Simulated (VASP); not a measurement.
# WS3 in VASP: single point with PBEsol

Aim: the single point of WS3 with PBEsol.

Everything below comes from runs of VASP 6.6.1. Logs are shortened: lines on timing, memory, paths and dates and some standing lists are left out, and cuts for length are marked.

### 1 The cell of the first run

The cell holds a slab with vacuum, 8 atoms: a = 3.146 Å, b = 3.146 Å, c = 54.658 Å, α = 90.00°, β = 90.00°, γ = 120.00°.

### 2 Single point, PBEsol

Contents of INCAR:

```
  PREC = Accurate
  ENCUT = 520
  EDIFF = 1E-6
  ISMEAR = 0
  SIGMA = 0.05
  LREAL = False
  LASPH = True
  NELM = 100
  ALGO = Normal
  ISIF = 2
  LWAVE = False
  LCHARG = False
  LDIPOL = True
  IDIPOL = 3
  DIPOL = 0.5 0.5 0.500
  GGA = PS
  NBANDS = 42
```

Contents of KPOINTS:

```
Automatic mesh
0
Gamma
  9 9 1
```

Contents of POSCAR:

```
WS3
1.0
    3.1458813763      0.0000000000      0.0000000000
   -1.5729406882      2.7244131892      0.0000000000
    0.0000000000      0.0000000000     54.6583027773
S W
6 2
Direct
    0.6666666667      0.3333333333      0.1555115978
    0.3333333333      0.6666666667      0.4133103685
    0.3333333333      0.6666666667      0.4706586241
    0.6666666667      0.3333333333      0.5293413759
    0.6666666667      0.3333333333      0.5866896315
    0.3333333333      0.6666666667      0.8444884022
    0.6666666667      0.3333333333      0.4419738566
    0.3333333333      0.6666666667      0.5580261434
```

Potentials or basis: VASP PAW PBE potentials, release 64 (S, W_sv).

The run is started by

```
cat potpaw_PBE.64/S/POTCAR potpaw_PBE.64/W_sv/POTCAR > POTCAR
mpirun -np 1 vasp_std > vasp.out
```

OUTCAR:

```text
PREC = Accurate
   ENCUT = 520
   EDIFF = 1E-6
   ISMEAR = 0
   LREAL = False
   LASPH = True
   NELM = 100
   ISIF = 2
   GGA = PS

 ion  position               nearest neighbor table
   1  0.667  0.333  0.156-
   2  0.333  0.667  0.413-   7 2.40   7 2.40   7 2.40
   3  0.333  0.667  0.471-   7 2.40   7 2.40   7 2.40
   4  0.667  0.333  0.529-   8 2.40   8 2.40   8 2.40
   5  0.667  0.333  0.587-   8 2.40   8 2.40   8 2.40
   6  0.333  0.667  0.844-
   7  0.667  0.333  0.442-   2 2.40   2 2.40   2 2.40   3 2.40   3 2.40   3 2.40
   8  0.333  0.667  0.558-   5 2.40   5 2.40   5 2.40   4 2.40   4 2.40   4 2.40

  LATTYP: Found a hexagonal cell.
 ALAT       =     3.1458813763
 C/A-ratio  =    17.3745593807

  Lattice vectors:

 A1 = (   3.1458813763,   0.0000000000,   0.0000000000)
 A2 = (  -1.5729406882,   2.7244131892,   0.0000000000)
 A3 = (   0.0000000000,   0.0000000000,  54.6583027773)

Analysis of symmetry for initial positions (statically):
=====================================================================
 Subroutine PRICEL returns:
 Original cell was already a primitive cell.

 Routine SETGRP: Setting up the symmetry group for a
 hexagonal supercell.

 Subroutine GETGRP returns: Found 12 space group operations
 (whereof 12 operations were pure point group operations)
 out of a pool of 24 trial point group operations.

The static configuration has the point symmetry D_3d.

Analysis of symmetry for dynamics (positions and initial velocities):
=====================================================================
 Subroutine PRICEL returns:
 Original cell was already a primitive cell.

 Routine SETGRP: Setting up the symmetry group for a
 hexagonal supercell.

 Subroutine GETGRP returns: Found 12 space group operations
 (whereof 12 operations were pure point group operations)
 out of a pool of 24 trial point group operations.

The dynamic configuration has the point symmetry D_3d.

 Subroutine INISYM returns: Found 12 space group operations
 (whereof 12 operations are pure point group operations),
 and found     1 'primitive' translations

----------------------------------------------------------------------------------------

                                     Primitive cell

  volume of cell :     468.4589

  direct lattice vectors                    reciprocal lattice vectors
[... 96 lines left out ...]
   PSTRESS=    0.0 pullay stress
   NELECT =      64.0000    total number of electrons
   NUPDOWN=      -1.0000    fix difference up-down
   EMIN   =  10.00;   EMAX   =-10.00  energy-range for DOS
   EFERMI =   0.00;   METHOD = LEGACY
   ISMEAR =     0;   SIGMA  =   0.05  broadening in eV -4-tet -1-fermi 0-gaus
   EFERMI_NEDOS =   21; number of points for ismear=-14 and -15
   IALGO  =     38    algorithm
   IMIX   =      4    mixing-type and parameters
     AMIX     =   0.40;   BMIX     =  1.00
     AMIX_MAG =   1.60;   BMIX_MAG =  1.00
  volume/ion in A,a.u.               =      58.56       395.16
  Fermi-wavevector in a.u.,A,eV,Ry     =   0.843162  1.593345  9.672682  0.710922
  Thomas-Fermi vector in A             =   1.957985
   LORBIT       =      0    0 simple, 1 ext, 2 COOP (PROOUT), +10 PAW based schemes
   GGA     = PS    functional components
   LHFCALC =     F    Hartree Fock is set to
   AEXX    =    0.0000 exact exchange contribution
   IVDW    =     0    specifies the selected vdW correction
   LEPSILON=     F    determine dielectric tensor
   LRPA    =     F    only Hartree local field effects (RPA)
 non-spin polarized calculation
 Gauss-broadening in eV      SIGMA  =   0.05
  energy-cutoff  :      520.00
  volume of cell :      468.46
 maximum number of plane-waves:     12684
 NGX is ok and might be reduce to    24
   NGX = 11   NGY = 11   NGZ =203

 number of electron      63.9999989 magnetization

 dipolmoment           0.000000      0.000000     -0.000000 electrons x Angstroem

 Free energy of the ion-electron system (eV)
  ---------------------------------------------------
  ext. energy  EPLUGINS =         0.00000000
  ---------------------------------------------------
  free energy    TOTEN  =       -55.11784155 eV

  energy without entropy =      -55.10154770  energy(sigma->0) =      -55.10969463

 E-fermi :  -2.5796     XC(G=0):  -4.0637

 val. band max:       -2.5860493082   @ k =   0.0000   0.0000   0.0000
 cond. band min:      -2.5542914814   @ k =   0.4444   0.1111   0.0000
 fundamental gap:      0.0317578268
 Fermi energy:        -2.5795676359

 k-point     1 :       0.0000    0.0000    0.0000
  band No.  band energies     occupation
      1     -76.7760      2.00000
      2     -76.7760      2.00000
      3     -41.0555      2.00000
      4     -41.0555      2.00000
      5     -40.8589      2.00000
      6     -40.8589      2.00000
[... 529 lines left out ...]
     41       2.8400      0.00000
     42       2.8400      0.00000

------------------------ aborting loop because EDIFF is reached ----------------------------------------

 vacuum level on the upper side and lower side of the slab       (xc-potential included)        -0.005        -0.005

  FORCE on cell =-STRESS in cart. coord.  units (eV):
  Direction    XX          YY          ZZ          XY          YZ          ZX
  --------------------------------------------------------------------------------------
  -------------------------------------------------------------------------------------
  Total       -7.0520784     -7.0520784      0.0573889      0.0000000      0.0000000     -0.0000000
  in kB      -24.1188312    -24.1188312      0.1962758      0.0000000      0.0000000     -0.0000000
  external PRESSURE =     -16.0137955 kB  Pullay stress =       0.0000000 kB

 VOLUME and BASIS-vectors are now :
 -----------------------------------------------------------------------------
  energy-cutoff  :      520.00
  volume of cell :      468.46
      direct lattice vectors                 reciprocal lattice vectors
     3.145881376  0.000000000  0.000000000     0.317875940  0.183525760  0.000000000
    -1.572940688  2.724413189  0.000000000     0.000000000  0.367051519  0.000000000
     0.000000000  0.000000000 54.658302777     0.000000000  0.000000000  0.018295482

 POSITION                                       TOTAL-FORCE (eV/Angst)
 -----------------------------------------------------------------------------------
      1.57294      0.90814      8.50000        -0.000000      0.000000      0.000650
     -0.00000      1.81628     22.59084        -0.000000      0.000000     -0.021580
     -0.00000      1.81628     25.72540        -0.000000     -0.000000      0.009094
      1.57294      0.90814     28.93290         0.000000      0.000000     -0.009094
      1.57294      0.90814     32.06746         0.000000     -0.000000      0.021580
     -0.00000      1.81628     46.15830         0.000000     -0.000000     -0.000650
      1.57294      0.90814     24.15754         0.000000     -0.000000      0.015381
     -0.00000      1.81628     30.50076         0.000000      0.000000     -0.015381
 -----------------------------------------------------------------------------------
    total drift:                               -0.000000      0.000000      0.000000

  FREE ENERGIE OF THE ION-ELECTRON SYSTEM (eV)
  ---------------------------------------------------
  free  energy   TOTEN  =       -55.1178415495 eV

  energy  without entropy=      -55.1015477009  energy(sigma->0) =      -55.10969463

 vacuum level on the upper side and lower side of the slab         4.315         4.315
```

OSZICAR:

```text
N       E                     dE             d eps       ncg     rms          rms(c)
DAV:   1     0.548952697948E+03    0.54895E+03   -0.30039E+04  1208   0.122E+03
DAV:   2     0.120290621670E+01   -0.54775E+03   -0.53116E+03  1354   0.275E+02
DAV:   3    -0.561991252691E+02   -0.57402E+02   -0.56722E+02  1266   0.888E+01
DAV:   4    -0.579984868941E+02   -0.17994E+01   -0.17833E+01  1296   0.176E+01
[... 48 lines left out ...]
DAV:  53    -0.551178262324E+02   -0.21601E-05   -0.18181E-06   930   0.665E-03    0.557E-03
DAV:  54    -0.551178309365E+02   -0.47041E-05   -0.77901E-07   580   0.425E-03    0.430E-03
DAV:  55    -0.551178336984E+02   -0.27619E-05   -0.30736E-07   508   0.263E-03    0.434E-03
DAV:  56    -0.551178425055E+02   -0.88072E-05   -0.64869E-07   746   0.360E-03    0.756E-03
DAV:  57    -0.551178415495E+02    0.95599E-06   -0.32641E-07   546   0.228E-03
   1 F= -.55117842E+02 E0= -.55109695E+02  d E =-.162938E-01
```

stdout:

```text
POSCAR found type information on POSCAR S W
 POSCAR found :  2 types and       8 ions
 scaLAPACK will be used
 -----------------------------------------------------------------------------
|                                                                             |
|                                                                             |
[... 20 lines left out ...]
|     used.                                                                   |
|                                                                             |
 -----------------------------------------------------------------------------

 POSCAR, INCAR and KPOINTS ok, starting setup
 FFT: planning ... GRIDC
 FFT: planning ... GRID_SOFT
 FFT: planning ... GRID
 WAVECAR not read
 entering main loop
```

Wall time 30 min (1 thread of AMD EPYC 7R13, shared host); peak memory 0.61 GiB.

Results:

| Property | Result |
| --- | --- |
| Free energy | -55.1178 eV |
| Largest force | 0.022 eV/Å |
| Band gap on the k mesh | zero (band 32 reaches -0.70 eV, above the bottom of band 33 at -2.89 eV) |

Forces in eV/Å, atoms in the order of the input:
```
S    0.000  0.000  0.001
S    0.000  0.000 -0.022
S    0.000  0.000  0.009
S    0.000  0.000 -0.009
S    0.000  0.000  0.022
S    0.000  0.000 -0.001
W    0.000  0.000  0.015
W    0.000  0.000 -0.015
```

Caveat: the PAW data sets were made with another functional, which shifts forces and pressure a little; spin-orbit coupling is left out, which moves the levels of the heavy elements.
